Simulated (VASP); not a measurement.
Here is a VASP 6.6.1 calculation.

File INCAR:

```
PREC = Accurate ; ENCUT = 520
EDIFF = 1E-6 ; ISMEAR = 0
SIGMA = 0.15 ; LREAL = False
LASPH = True ; NELM = 80
ALGO = Normal ; ISIF = 2
LWAVE = False ; LCHARG = True
GGA = PS ; LELF = True
LVHAR = True ; NBANDS = 10
```

The input KPOINTS:

```
Automatic mesh
0
Gamma
  22 22 22
```

POSCAR

```
Ir
1.0
    0.0000000000      1.9197000000      1.9916887500
    1.9197000000      0.0000000000      1.9916887500
    1.9197000000      1.9197000000      0.0000000000
Ir
1
Direct
    0.0000000000      0.0000000000      0.0000000000
```

Potentials or basis: VASP PAW PBE potentials, release 64 (Ir).

Command:

```console
$ cat potpaw_PBE.64/Ir/POTCAR > POTCAR
$ mpirun -np 1 vasp_std > vasp.out
```

(1) What does it give for the pressure?

(2) What does it give for the band gap on the k mesh?

Results:

(1) -14.1 GPa.

(2) zero (an odd number of electrons rules out a gap without spin polarisation).

Caveat: the cell differs from its parent crystal (strain +0.0375 x Voigt [0, 0, 1, 0, 0, 0]); the cell stands under tension; the PAW data sets were made with another functional, which shifts forces and pressure a little; spin-orbit coupling is left out, which moves the levels of the heavy elements.
